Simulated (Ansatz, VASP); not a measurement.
CuO in VASP and in Ansatz

```
CELL_PARAMETERS angstrom
4.16094 0.00000 0.00000
0.00000 4.16094 0.00000
0.00000 0.00000 3.88764
ATOMIC_POSITIONS crystal
Cu 0.50000 0.00000 0.50000
Cu 0.00000 0.50000 0.50000
Cu 0.00000 0.00000 0.00000
O 0.00000 0.00000 0.50000
O 0.50000 0.00000 0.00000
O 0.00000 0.50000 0.00000
```

Alike in both runs: task relaxation of cell and atoms; functional PBEsol; k mesh 7 × 7 × 7; occupations fermi-dirac, width 0.05 eV; no spin polarisation.

```csv
,VASP,Ansatz
version,VASP 6.6.1,Ansatz 0.2.0
potentials or method,"VASP PAW PBE potentials, release 64 (Cu, O)",Ansatz PAW
plane-wave cutoff (eV),600,420
valence electrons in the cell,51,75
```

|  | VASP | Ansatz | Ansatz less VASP |
| --- | --- | --- | --- |
| gap on the k mesh at the Fermi level, each at its own relaxed structure (eV) | none | none | - |
| relaxed volume (Å³/atom) | 10.83 | 10.81 | -0.013 |
| relaxed cell length with the largest relative difference (Å) | 3.849 | 3.840 | -0.0093 |

VASP's potentials were made for PBE, not for PBEsol. A gap of «none» marks a metal or a gap that the smearing closes. VASP's potentials hold 51 valence electrons a cell and Ansatz's 75, so a difference there can come from the potentials and not from the codes.

Noted on Ansatz's run: the plane-wave basis is chosen anew once the cell has moved, so the energies of steps on either side of that aren't comparable.
